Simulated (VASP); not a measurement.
# Cd (Im-3m) in VASP: notebook

The runs below take Cd through single point, with PBE.

Everything below comes from runs of VASP 6.6.1. Logs are shortened: lines on timing, memory, paths and dates and some standing lists are left out, and cuts for length are marked.

### 1 The cell of the first run

The structure is cubic, space group Im-3m (No. 229). Conventional cell: a = 2.655 Å, b = 2.655 Å, c = 2.655 Å, α = 90.00°, β = 90.00°, γ = 90.00°. Cd (site symmetry m-3m) has 14 Cd at 2.30 to 2.66 Å within 3.0 Å.

This isn't the form of Cd at room conditions, which is hcp.

### 2 Single point, PBE (9.36 Å³/atom)

The input, INCAR:

```
SYSTEM = Cd
  PREC = Accurate
  ENCUT = 520
  EDIFF = 1E-7
  ISMEAR = -1
  SIGMA = 0.05
  LREAL = .FALSE.
  LASPH = .TRUE.
  NELM = 100
  ALGO = Normal
  ISIF = 2
  LWAVE = .FALSE.
  LCHARG = .TRUE.
  GGA = PE
  LELF = .TRUE.
  LVHAR = .TRUE.
  NBANDS = 12
```

The input, KPOINTS:

```
Automatic mesh
0
G
  17 17 17
  0 0 0
```

The input, POSCAR:

```
Cd
1.0
   -1.3276898689      1.3276898689      1.3276898689
    1.3276898689     -1.3276898689      1.3276898689
    1.3276898689      1.3276898689     -1.3276898689
Cd
1
Direct
    0.0000000000      0.0000000000      0.0000000000
```

Potentials or basis: VASP PAW PBE potentials, release 64 (Cd).

Run with:

```bash
$ cat potpaw_PBE.64/Cd/POTCAR > POTCAR
$ mpirun -np 1 vasp_std > vasp.out
```

OUTCAR:

```text
SYSTEM = Cd
   PREC = Accurate
   ENCUT = 520
   EDIFF = 1E-7
   ISMEAR = -1
   LREAL = .FALSE.
   LASPH = .TRUE.
   NELM = 100
   ISIF = 2
   GGA = PE

 ion  position               nearest neighbor table
   1  0.000  0.000  0.000-

  LATTYP: Found a body centered cubic cell.
 ALAT       =     2.6553797378

  Lattice vectors:

 A1 = (  -1.3276898689,   1.3276898689,   1.3276898689)
 A2 = (   1.3276898689,  -1.3276898689,   1.3276898689)
 A3 = (   1.3276898689,   1.3276898689,  -1.3276898689)

Analysis of symmetry for initial positions (statically):
=====================================================================
 Subroutine PRICEL returns:
 Original cell was already a primitive cell.

 Routine SETGRP: Setting up the symmetry group for a
 body centered cubic supercell.

 Subroutine GETGRP returns: Found 48 space group operations
 (whereof 48 operations were pure point group operations)
 out of a pool of 48 trial point group operations.

The static configuration has the point symmetry O_h .

Analysis of symmetry for dynamics (positions and initial velocities):
=====================================================================
 Subroutine PRICEL returns:
 Original cell was already a primitive cell.

 Routine SETGRP: Setting up the symmetry group for a
 body centered cubic supercell.

 Subroutine GETGRP returns: Found 48 space group operations
 (whereof 48 operations were pure point group operations)
 out of a pool of 48 trial point group operations.

The dynamic configuration has the point symmetry O_h .

 Subroutine INISYM returns: Found 48 space group operations
 (whereof 48 operations are pure point group operations),
 and found     1 'primitive' translations

----------------------------------------------------------------------------------------

                                     Primitive cell

  volume of cell :       9.3616

  direct lattice vectors                    reciprocal lattice vectors
    -1.327689869  1.327689869  1.327689869     0.000000000  0.376593971  0.376593971
     1.327689869 -1.327689869  1.327689869     0.376593971  0.000000000  0.376593971
     1.327689869  1.327689869 -1.327689869     0.376593971  0.376593971  0.000000000

  length of vectors
     2.299626310  2.299626310  2.299626310     0.532584301  0.532584301  0.532584301

  position of ions in fractional coordinates (direct lattice)
     0.000000000  0.000000000  0.000000000

  ion indices of the primitive-cell ions
   primitive index   ion index
                 1           1

----------------------------------------------------------------------------------------

 KPOINTS: Automatic mesh

Automatic generation of k-mesh.
 Grid dimensions read from file:
 generate k-points for:   17   17   17

 Generating k-lattice:

  Cartesian coordinates                     Fractional coordinates (reciprocal lattice)
     0.000000000  0.022152587  0.022152587     0.058823529  0.000000000  0.000000000
     0.022152587  0.000000000  0.022152587     0.000000000  0.058823529  0.000000000
     0.022152587  0.022152587  0.000000000     0.000000000  0.000000000  0.058823529

  Length of vectors
     0.031328488  0.031328488  0.031328488

  Shift w.r.t. Gamma in fractional coordinates (k-lattice)
     0.000000000  0.000000000  0.000000000

 Subroutine IBZKPT returns following result:
 ===========================================

 Found    165 irreducible k-points:

 Following reciprocal coordinates:
            Coordinates               Weight
  0.000000  0.000000  0.000000      1.000000
  0.058824  0.000000  0.000000     12.000000
  0.117647  0.000000  0.000000     12.000000
  0.176471  0.000000  0.000000     12.000000
  0.235294  0.000000  0.000000     12.000000
  0.294118  0.000000  0.000000     12.000000
[... 16 lines left out ...]
  0.411765  0.117647  0.000000     48.000000
  0.176471  0.176471  0.000000     24.000000
 [... further k-points ...]
   k-points           NKPTS =    165   k-points in BZ     NKDIM =    165   number of bands    NBANDS=     12
   number of dos      NEDOS =    301   number of ions     NIONS =      1
   total plane-waves  NPLWV =   5832
   dimension x,y,z NGX =    18 NGY =   18 NGZ =   18
   dimension x,y,z NGXF=    36 NGYF=   36 NGZF=   36
   ions per type =               1
   NGX,Y,Z   is equivalent  to a cutoff of  13.01, 13.01, 13.01 a.u.
   NGXF,Y,Z  is equivalent  to a cutoff of  26.03, 26.03, 26.03 a.u.
 SYSTEM =  Cd
   PREC   = accura    normal or accurate (medium, high low for compatibility)
   ISTART =      0    job   : 0-new  1-cont  2-samecut
   ICHARG =      2    charge: 1-file 2-atom 10-const
   ISPIN  =      1    spin polarized calculation?
   LNONCOLLINEAR =      F non collinear calculations
   LSORBIT =      F    spin-orbit coupling
   LASPH  =      T    aspherical Exc in radial PAW
   ENCUT  =  520.0 eV  38.22 Ry    6.18 a.u.   4.28  4.28  4.28*2*pi/ulx,y,z
   NELM   =    100;   NELMIN=  2; NELMDL= -5     # of ELM steps
   EDIFF  = 0.1E-06   stopping-criterion for ELM
   LREAL  =      F    real-space projection
   EDIFFG = 0.1E-05   stopping-criterion for IOM
   NSW    =      0    number of steps for IOM
   IBRION =     -1    ionic relax: 0-MD 1-quasi-New 2-CG
   NFREE  =      0    steps in history (QN), initial steepest desc. (CG)
   ISIF   =      2    stress and relaxation
   ISYM   =      2    0-nonsym 1-usesym 2-fastsym
   POTIM  = 0.5000    time-step for ionic-motion
   TEBEG  =    0.0;   TEEND  =   0.0 temperature during run
   PSTRESS=    0.0 pullay stress
   NELECT =      12.0000    total number of electrons
   NUPDOWN=      -1.0000    fix difference up-down
   EMIN   =  10.00;   EMAX   =-10.00  energy-range for DOS
   EFERMI =   0.00;   METHOD = LEGACY
   ISMEAR =    -1;   SIGMA  =   0.05  broadening in eV -4-tet -1-fermi 0-gaus
   EFERMI_NEDOS =   21; number of points for ismear=-14 and -15
   IALGO  =     38    algorithm
   IMIX   =      4    mixing-type and parameters
     AMIX     =   0.40;   BMIX     =  1.00
     AMIX_MAG =   1.60;   BMIX_MAG =  1.00
  volume/ion in A,a.u.               =       9.36        63.18
  Fermi-wavevector in a.u.,A,eV,Ry     =   1.778356  3.360605 43.029087  3.162549
  Thomas-Fermi vector in A             =   2.843565
   LORBIT       =      0    0 simple, 1 ext, 2 COOP (PROOUT), +10 PAW based schemes
   GGA     = PE    functional components
   LHFCALC =     F    Hartree Fock is set to
   AEXX    =    0.0000 exact exchange contribution
   IVDW    =     0    specifies the selected vdW correction
   LEPSILON=     F    determine dielectric tensor
   LRPA    =     F    only Hartree local field effects (RPA)
 non-spin polarized calculation
  energy-cutoff  :      520.00
  volume of cell :        9.36
 maximum number of plane-waves:       261
 NGX is ok and might be reduce to    18
   NGX =  9   NGY =  9   NGZ =  9

 number of electron      12.0000000 magnetization

 Free energy of the ion-electron system (eV)
  ---------------------------------------------------
  ext. energy  EPLUGINS =         0.00000000
  ---------------------------------------------------
  free energy    TOTEN  =         7.30516856 eV

  energy without entropy =        7.30747943  energy(sigma->0) =        7.30632399

 E-fermi :  16.1217     XC(G=0): -16.2601

 val. band max:       16.0988482396   @ k =   0.3529   0.2941   0.0000
 cond. band min:      16.1490556378   @ k =   0.4118   0.1176   0.0588
 fundamental gap:      0.0502073982
 Fermi energy:        16.1217310493

 k-point     1 :       0.0000    0.0000    0.0000
  band No.  band energies     occupation
      1      -4.9731      2.00000
      2      -1.5010      2.00000
      3      -1.5010      2.00000
      4      -1.5010      2.00000
      5       1.4780      2.00000
      6       1.4780      2.00000
      7      31.5285      0.00000
      8      31.5285      0.00000
      9      31.5285      0.00000
     10      41.4343      0.00000
     11      41.4343      0.00000
     12      46.2348      0.00000

 k-point     2 :       0.0588    0.0000    0.0000
  band No.  band energies     occupation
      1      -4.7856      2.00000
      2      -1.5680      2.00000
      3      -1.4912      2.00000
      4      -1.3527      2.00000
      5       1.3982      2.00000
      6       1.4838      2.00000
      7      31.3257      0.00000
      8      31.5303      0.00000
      9      31.7287      0.00000
     10      40.4831      0.00000
     11      41.5189      0.00000
     12      44.9967      0.00000

 k-point     3 :       0.1176    0.0000    0.0000
  band No.  band energies     occupation
      1      -4.2731      2.00000
      2      -1.7566      2.00000
      3      -1.4442      2.00000
      4      -0.9185      2.00000
      5       1.2120      2.00000
      6       1.5030      2.00000
      7      30.5762      0.00000
      8      31.3634      0.00000
      9      32.2989      0.00000
     10      39.1953      0.00000
     11      41.1828      0.00000
     12      42.6799      0.00000
[... 286 lines left out ...]
 k-point    23 :       0.4118    0.1176    0.0000
  band No.  band energies     occupation
      1      -4.1058      2.00000
      2      -3.0838      2.00000
      3       1.1104      2.00000
      4       1.3765      2.00000
      5       2.8936      2.00000
      6       8.4273      2.00000
      7      16.4560      0.00250
      8      24.6150      0.00000
      9      28.8791      0.00000
     10      37.2251      0.00000
     11      41.8290      0.00000
     12      43.0684      0.00000

 k-point    24 :       0.1765    0.1765    0.0000
  band No.  band energies     occupation
      1      -3.0666      2.00000
      2      -2.1891      2.00000
      3      -1.1781      2.00000
      4       0.7963      2.00000
      5       1.8289      2.00000
      6       3.5056      2.00000
      7      25.4823      0.00000
      8      25.8623      0.00000
      9      32.3748      0.00000
     10      34.6081      0.00000
     11      40.5964      0.00000
     12      44.4278      0.00000

 [... further k-points ...]
[... 5 lines left out ...]
  --------------------------------------------------------------------------------------
  -------------------------------------------------------------------------------------
  Total       28.1640914     28.1640914     28.1640914      0.0000000     -0.0000000     -0.0000000
  in kB     4820.1040419   4820.1040419   4820.1040419      0.0000000     -0.0000000     -0.0000000
  external PRESSURE =    4820.1040419 kB  Pullay stress =       0.0000000 kB

 VOLUME and BASIS-vectors are now :
 -----------------------------------------------------------------------------
  energy-cutoff  :      520.00
  volume of cell :        9.36
      direct lattice vectors                 reciprocal lattice vectors
    -1.327689869  1.327689869  1.327689869     0.000000000  0.376593971  0.376593971
     1.327689869 -1.327689869  1.327689869     0.376593971  0.000000000  0.376593971
     1.327689869  1.327689869 -1.327689869     0.376593971  0.376593971  0.000000000

 POSITION                                       TOTAL-FORCE (eV/Angst)
 -----------------------------------------------------------------------------------
      0.00000      0.00000      0.00000        -0.000000     -0.000000      0.000000
 -----------------------------------------------------------------------------------
    total drift:                                0.000000      0.000000     -0.000000

  FREE ENERGIE OF THE ION-ELECTRON SYSTEM (eV)
  ---------------------------------------------------
  free  energy   TOTEN  =         7.3051685557 eV

  energy  without entropy=        7.3074794252  energy(sigma->0) =        7.30632399
```

Run time: 23 s. Hardware: 1 thread of Intel Xeon 8259CL, shared host; peak memory 0.13 GiB.

Results:

```
Free energy            : 7.3052 eV
Pressure               : 482.0 GPa
Band gap on the k mesh : zero (bands 6 and 7 overlap by 2.31 eV)
```

Caveat: the cell stands under pressure.

### 3 Single point, PBE (11.70 Å³/atom)

This run uses another cell than the first one, of 11.70 Å³/atom.

The input, INCAR:

```
SYSTEM = Cd
ALGO = Normal ; EDIFF = 1E-7
ENCUT = 520 ; GGA = PE
ISIF = 2 ; ISMEAR = -1
LASPH = .TRUE. ; LCHARG = .FALSE.
LREAL = .FALSE. ; LWAVE = .FALSE.
NBANDS = 12 ; NELM = 100
PREC = Accurate ; SIGMA = 0.05
```

The input, KPOINTS:

```
k-points
0
G
  17 17 17
  0 0 0
```

The input, POSCAR:

```
Cd
1.0
   -1.4302105556      1.4302105556      1.4302105556
    1.4302105556     -1.4302105556      1.4302105556
    1.4302105556      1.4302105556     -1.4302105556
Cd
1
Direct
    0.0000000000      0.0000000000      0.0000000000
```

Potentials or basis: VASP PAW PBE potentials, release 64 (Cd).

Run with:

```bash
$ cat potpaw_PBE.64/Cd/POTCAR > POTCAR
$ mpirun -np 1 vasp_std > vasp.out
```

It took 23 s on 1 thread of Intel Xeon 8259CL, shared host; peak memory 0.14 GiB.

Results (log left out):

| Item | Value |
| --- | --- |
| Free energy | 2.7054 eV |
| Pressure | 196.0 GPa |
| Band gap on the k mesh | zero (bands 6 and 7 overlap by 2.55 eV) |

Levels at points of the mesh, in eV from the Fermi level:
| k point | band 4 | band 5 | band 6 | band 7 | band 8 | band 9 |
| --- | --- | --- | --- | --- | --- | --- |
| (0.00, 0.00, 0.00) | -14.13 | -12.07 | -12.07 | 16.36 | 16.36 | 16.36 |

Caveat: the cell stands under pressure.

The gap in the log of VASP goes by the Fermi energy; the results here count the filled bands.